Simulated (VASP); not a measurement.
# GaSb (F-43m) in VASP: notebook

The runs below take GaSb through vibrations by perturbation theory, with PBEsol.

Program: VASP 6.6.1. These are calculated values, not measurements. Logs are shortened: lines on timing, memory, paths and dates and some standing lists are left out, and cuts for length are marked.

### Step 1. The cell of the first run

Symmetry: F-43m, No. 216, cubic system. The conventional cell has a = 6.155 Å, b = 6.155 Å, c = 6.155 Å, α = 90.00°, β = 90.00°, γ = 90.00°. Within 3.5 Å of Ga (site symmetry -43m) lie 4 Sb at 2.67 Å. Within 3.5 Å of Sb (site symmetry -43m) lie 4 Ga at 2.67 Å.

### Step 2. Vibrations by perturbation theory, PBEsol

Input file INCAR:

```
ALGO = Normal
EDIFF = 1E-8
ENCUT = 520
GGA = PS
IBRION = 8
ISIF = 2
ISMEAR = -1
LASPH = T
LCHARG = F
LREAL = F
LWAVE = F
NBANDS = 16
NELM = 80
NSW = 1
PREC = Accurate
SIGMA = 0.15
```

Input file KPOINTS:

```
k-points
0
Gamma
  12 12 12
```

Input file POSCAR:

```
GaSb
1.0
    0.0000000000      3.0774763619      3.0774763619
    3.0774763619      0.0000000000      3.0774763619
    3.0774763619      3.0774763619      0.0000000000
Ga Sb
1 1
Direct
    0.0000000000      0.0000000000      0.0000000000
    0.7500000000      0.7500000000      0.7500000000
```

Potentials or basis: VASP PAW PBE potentials, release 64 (Ga_d, Sb).

The run is started by

```sh
$ cat potpaw_PBE.64/Ga_d/POTCAR potpaw_PBE.64/Sb/POTCAR > POTCAR
$ mpirun -np 1 vasp_std > vasp.out
```

OUTCAR:

```text
EDIFF = 1E-8
   ENCUT = 520
   GGA = PS
   IBRION = 8
   ISIF = 2
   ISMEAR = -1
   LASPH = T
   LREAL = F
   NELM = 80
   NSW = 1
   PREC = Accurate

 ion  position               nearest neighbor table
   1  0.000  0.000  0.000-   2 2.67   2 2.67   2 2.67   2 2.67
   2  0.750  0.750  0.750-   1 2.67   1 2.67   1 2.67   1 2.67

  LATTYP: Found a face centered cubic cell.
 ALAT       =     6.1549527238

  Lattice vectors:

 A1 = (   0.0000000000,   3.0774763619,   3.0774763619)
 A2 = (   3.0774763619,   0.0000000000,   3.0774763619)
 A3 = (   3.0774763619,   3.0774763619,   0.0000000000)

Analysis of symmetry for initial positions (statically):
=====================================================================
 Subroutine PRICEL returns:
 Original cell was already a primitive cell.

 Routine SETGRP: Setting up the symmetry group for a
 face centered cubic supercell.

 Subroutine GETGRP returns: Found 24 space group operations
 (whereof 24 operations were pure point group operations)
 out of a pool of 48 trial point group operations.

The static configuration has the point symmetry T_d .

Analysis of symmetry for dynamics (positions and initial velocities):
=====================================================================
 Subroutine PRICEL returns:
 Original cell was already a primitive cell.

 Routine SETGRP: Setting up the symmetry group for a
 face centered cubic supercell.

 Subroutine GETGRP returns: Found 24 space group operations
 (whereof 24 operations were pure point group operations)
 out of a pool of 48 trial point group operations.

The dynamic configuration has the point symmetry T_d .

 Subroutine INISYM returns: Found 24 space group operations
 (whereof 24 operations are pure point group operations),
 and found     1 'primitive' translations

----------------------------------------------------------------------------------------

                                     Primitive cell

  volume of cell :      58.2927

  direct lattice vectors                    reciprocal lattice vectors
     0.000000000  3.077476362  3.077476362    -0.162470785  0.162470785  0.162470785
     3.077476362  0.000000000  3.077476362     0.162470785 -0.162470785  0.162470785
     3.077476362  3.077476362  0.000000000     0.162470785  0.162470785 -0.162470785

  length of vectors
     4.352208809  4.352208809  4.352208809     0.281407654  0.281407654  0.281407654

  position of ions in fractional coordinates (direct lattice)
     0.000000000  0.000000000  0.000000000
     0.750000000  0.750000000  0.750000000

  ion indices of the primitive-cell ions
   primitive index   ion index
                 1           1
                 2           2

----------------------------------------------------------------------------------------

 KPOINTS: k-points

Automatic generation of k-mesh.
 Grid dimensions read from file:
 generate k-points for:   12   12   12

 Generating k-lattice:

  Cartesian coordinates                     Fractional coordinates (reciprocal lattice)
    -0.013539232  0.013539232  0.013539232     0.083333333  0.000000000  0.000000000
     0.013539232 -0.013539232  0.013539232     0.000000000  0.083333333  0.000000000
     0.013539232  0.013539232 -0.013539232     0.000000000  0.000000000  0.083333333

  Length of vectors
     0.023450638  0.023450638  0.023450638

  Shift w.r.t. Gamma in fractional coordinates (k-lattice)
     0.000000000  0.000000000  0.000000000

 Subroutine IBZKPT returns following result:
 ===========================================

 Found     72 irreducible k-points:

 Following reciprocal coordinates:
            Coordinates               Weight
  0.000000  0.000000  0.000000      1.000000
  0.083333  0.000000  0.000000      8.000000
  0.166667  0.000000  0.000000      8.000000
  0.250000  0.000000  0.000000      8.000000
  0.333333  0.000000  0.000000      8.000000
  0.416667  0.000000  0.000000      8.000000
[... 16 lines left out ...]
  0.500000  0.166667  0.000000     24.000000
 -0.416667  0.166667  0.000000     24.000000
 [... further k-points ...]
   k-points           NKPTS =     72   k-points in BZ     NKDIM =     72   number of bands    NBANDS=     16
   number of dos      NEDOS =    301   number of ions     NIONS =      2
   total plane-waves  NPLWV =  32768
   dimension x,y,z NGX =    32 NGY =   32 NGZ =   32
   dimension x,y,z NGXF=    64 NGYF=   64 NGZF=   64
   ions per type =               1   1
   NGX,Y,Z   is equivalent  to a cutoff of  12.22, 12.22, 12.22 a.u.
   NGXF,Y,Z  is equivalent  to a cutoff of  24.45, 24.45, 24.45 a.u.
 SYSTEM =  unknown system
   PREC   = accura    normal or accurate (medium, high low for compatibility)
   ISTART =      0    job   : 0-new  1-cont  2-samecut
   ICHARG =      2    charge: 1-file 2-atom 10-const
   ISPIN  =      1    spin polarized calculation?
   LNONCOLLINEAR =      F non collinear calculations
   LSORBIT =      F    spin-orbit coupling
   LASPH  =      T    aspherical Exc in radial PAW
   ENCUT  =  520.0 eV  38.22 Ry    6.18 a.u.   8.09  8.09  8.09*2*pi/ulx,y,z
   NELM   =     80;   NELMIN=  2; NELMDL= -5     # of ELM steps
   EDIFF  = 0.1E-07   stopping-criterion for ELM
   LREAL  =      F    real-space projection
   EDIFFG = 0.1E-06   stopping-criterion for IOM
   NSW    =      1    number of steps for IOM
   IBRION =      8    ionic relax: 0-MD 1-quasi-New 2-CG
   NFREE  =      0    steps in history (QN), initial steepest desc. (CG)
   ISIF   =      2    stress and relaxation
   ISYM   =      2    0-nonsym 1-usesym 2-fastsym
   POTIM  = 0.5000    time-step for ionic-motion
   TEBEG  =    0.0;   TEEND  =   0.0 temperature during run
   PSTRESS=    0.0 pullay stress
   NELECT =      18.0000    total number of electrons
   NUPDOWN=      -1.0000    fix difference up-down
   EMIN   =  10.00;   EMAX   =-10.00  energy-range for DOS
   EFERMI =   0.00;   METHOD = LEGACY
   ISMEAR =    -1;   SIGMA  =   0.15  broadening in eV -4-tet -1-fermi 0-gaus
   EFERMI_NEDOS =   21; number of points for ismear=-14 and -15
   IALGO  =     38    algorithm
   IMIX   =      4    mixing-type and parameters
     AMIX     =   0.40;   BMIX     =  1.00
     AMIX_MAG =   1.60;   BMIX_MAG =  1.00
  volume/ion in A,a.u.               =      29.15       196.69
  Fermi-wavevector in a.u.,A,eV,Ry     =   1.106524  2.091028 16.658918  1.224396
  Thomas-Fermi vector in A             =   2.243026
   LORBIT       =      0    0 simple, 1 ext, 2 COOP (PROOUT), +10 PAW based schemes
   GGA     = PS    functional components
   LHFCALC =     F    Hartree Fock is set to
   AEXX    =    0.0000 exact exchange contribution
   IVDW    =     0    specifies the selected vdW correction
   LEPSILON=     F    determine dielectric tensor
   LRPA    =     F    only Hartree local field effects (RPA)
 non-spin polarized calculation
  energy-cutoff  :      520.00
  volume of cell :       58.29
 maximum number of plane-waves:      1592
   NGX = 17   NGY = 17   NGZ = 17

--------------------------------------- Ionic step        1  -------------------------------------------

 number of electron      17.9999996 magnetization

 Free energy of the ion-electron system (eV)
  ---------------------------------------------------
  ext. energy  EPLUGINS =         0.00000000
  ---------------------------------------------------
  free energy    TOTEN  =        -8.15396491 eV

  energy without entropy =       -8.14673775  energy(sigma->0) =       -8.15035133

 E-fermi :   4.7261     XC(G=0):  -9.1896

 val. band max:        4.5458601802   @ k =   0.0000   0.0000   0.0000
 cond. band min:       4.8573467650   @ k =   0.5000   0.0000   0.0000
 fundamental gap:      0.3114865849
 Fermi energy:         4.7261000197

 k-point     1 :       0.0000    0.0000    0.0000
  band No.  band energies     occupation
      1     -10.4123      2.00000
      2     -10.4123      2.00000
      3     -10.4123      2.00000
      4     -10.3646      2.00000
      5     -10.3646      2.00000
      6      -6.8332      2.00000
[... 8 lines left out ...]
     15      13.1117      0.00000
     16      13.1117      0.00000
[... 420 lines left out ...]
  band No.  band energies     occupation
      1     -10.4414      2.00000
      2     -10.4000      2.00000
      3     -10.3991      2.00000
      4     -10.3661      2.00000
      5     -10.3647      2.00000
      6      -5.0615      2.00000
[... 8 lines left out ...]
     15      13.1602      0.00000
     16      13.5437      0.00000

 [... further k-points ...]
[... 5 lines left out ...]
  --------------------------------------------------------------------------------------
  -------------------------------------------------------------------------------------
  Total       -0.3356348     -0.3356348     -0.3356348     -0.0000000      0.0000000     -0.0000000
  in kB       -9.2249375     -9.2249375     -9.2249375     -0.0000000      0.0000000     -0.0000000
  external PRESSURE =      -9.2249375 kB  Pullay stress =       0.0000000 kB

 VOLUME and BASIS-vectors are now :
 -----------------------------------------------------------------------------
  energy-cutoff  :      520.00
  volume of cell :       58.29
      direct lattice vectors                 reciprocal lattice vectors
     0.000000000  3.077476362  3.077476362    -0.162470785  0.162470785  0.162470785
     3.077476362  0.000000000  3.077476362     0.162470785 -0.162470785  0.162470785
     3.077476362  3.077476362  0.000000000     0.162470785  0.162470785 -0.162470785

 POSITION                                       TOTAL-FORCE (eV/Angst)
 -----------------------------------------------------------------------------------
      0.00000      0.00000      0.00000         0.000000     -0.000000     -0.000000
      4.61621      4.61621      4.61621         0.000000      0.000000      0.000000
 -----------------------------------------------------------------------------------
    total drift:                               -0.000000     -0.000000     -0.000000

  FREE ENERGIE OF THE ION-ELECTRON SYSTEM (eV)
  ---------------------------------------------------
  free  energy   TOTEN  =        -8.1539649108 eV

  energy  without entropy=       -8.1467377452  energy(sigma->0) =       -8.15035133

[... ionic steps 2 to 3 ...]

--------------------------------------- Ionic step        4  -------------------------------------------

------------------------ aborting loop because EDIFF is reached ----------------------------------------

[... ionic steps 5 to 6 ...]

--------------------------------------- Ionic step        7  -------------------------------------------

 Free energy of the ion-electron system (eV)
  ---------------------------------------------------
  ---------------------------------------------------
  free energy    TOTEN  =        -0.02569584 eV

  energy without entropy =       -0.02569584

------------------------ aborting loop because EDIFF is reached ----------------------------------------

 INTERNAL STRAIN TENSOR  FOR ION    2  DIRECTION 1   (eV/Angst):
 -----------------------------------------------------------------------------
    -0.00222  0.00000  0.00000
     0.00000  0.00300  6.22802
     0.00000  6.22802  0.00300

 INTERNAL STRAIN TENSOR FOR ION    2 for displacements in x,y,z  (eV/Angst):
          X           Y           Z          XY          YZ          ZX
  --------------------------------------------------------------------------------
  x    -0.00000     0.00000     0.00000     0.00000     6.22802     0.00000
  y     0.00000    -0.00000     0.00000     0.00000     0.00000     6.22802
  z     0.00000     0.00000    -0.00000     6.22802     0.00000     0.00000

 SECOND DERIVATIVES (NOT SYMMETRIZED)
 ------------------------------------
               1X          1Y          1Z          2X          2Y          2Z
  1X    -7.397807    0.000000    0.000000    7.397807    0.000000    0.000000
  1Y     0.000000   -7.397807    0.000000    0.000000    7.397807    0.000000
  1Z     0.000000    0.000000   -7.397807    0.000000    0.000000    7.397807
  2X     7.398774    0.000000    0.000000   -7.398774    0.000000    0.000000
  2Y     0.000000    7.398774    0.000000    0.000000   -7.398774    0.000000
  2Z     0.000000    0.000000    7.398774    0.000000    0.000000   -7.398774

 Eigenvectors and eigenvalues of the dynamical matrix
 ----------------------------------------------------

   1 f  =    6.386219 THz    40.125798 2PiTHz  213.021339 cm-1    26.411268 meV
             X         Y         Z           dx          dy          dz
      0.000000  0.000000  0.000000    -0.797389    0.000000    0.000000
      4.616215  4.616215  4.616215     0.603465    0.000000    0.000000

   2 f  =    6.386219 THz    40.125798 2PiTHz  213.021339 cm-1    26.411268 meV
             X         Y         Z           dx          dy          dz
      0.000000  0.000000  0.000000     0.000000    0.563839    0.563839
      4.616215  4.616215  4.616215     0.000000   -0.426714   -0.426714
[... 11 lines left out ...]
   5 f/i=    0.000201 THz     0.001262 2PiTHz    0.006700 cm-1     0.000831 meV
             X         Y         Z           dx          dy          dz
      0.000000  0.000000  0.000000     0.603465    0.000000    0.000000
      4.616215  4.616215  4.616215     0.797389    0.000000    0.000000

   6 f/i=    0.000201 THz     0.001262 2PiTHz    0.006700 cm-1     0.000831 meV
             X         Y         Z           dx          dy          dz
      0.000000  0.000000  0.000000     0.000000   -0.279998   -0.534576
      4.616215  4.616215  4.616215     0.000000   -0.369976   -0.706362

--------------------------------------------------------------------------------------------------------

 ELASTIC MODULI CONTR FROM IONIC RELAXATION (kBar)
 Direction    XX          YY          ZZ          XY          YZ          ZX
 --------------------------------------------------------------------------------
 XX          -0.0000      0.0000      0.0000     -0.0000      0.0000     -0.0000
 YY           0.0000     -0.0000      0.0000     -0.0000     -0.0000      0.0000
 ZZ           0.0000      0.0000     -0.0000      0.0000     -0.0000     -0.0000
 XY          -0.0000     -0.0000      0.0000   -146.8188      0.0000      0.0000
 YZ           0.0000     -0.0000     -0.0000      0.0000   -146.8188      0.0000
 ZX          -0.0000      0.0000     -0.0000      0.0000      0.0000   -146.8188
 --------------------------------------------------------------------------------
```

It took 15 min on 1 thread of Intel Xeon Platinum 8259CL at 2.50GHz (Skylake/Cascade Lake), shared host; peak memory 0.64 GiB.

What came out:

| Property | Result |
| --- | --- |
| Highest phonon frequency at Γ, LO-TO splitting left out | 213 cm⁻¹ |

Phonon frequencies in cm⁻¹ (negative: imaginary):
```tsv
q point	frequencies
(0.000, 0.000, 0.000)	0 0 0 213 213 213
```

Caveat: the PAW data sets were made with another functional, which shifts forces and pressure a little; spin-orbit coupling is left out, which moves the levels of the heavy elements.

(Continued in part 2 of 2.)
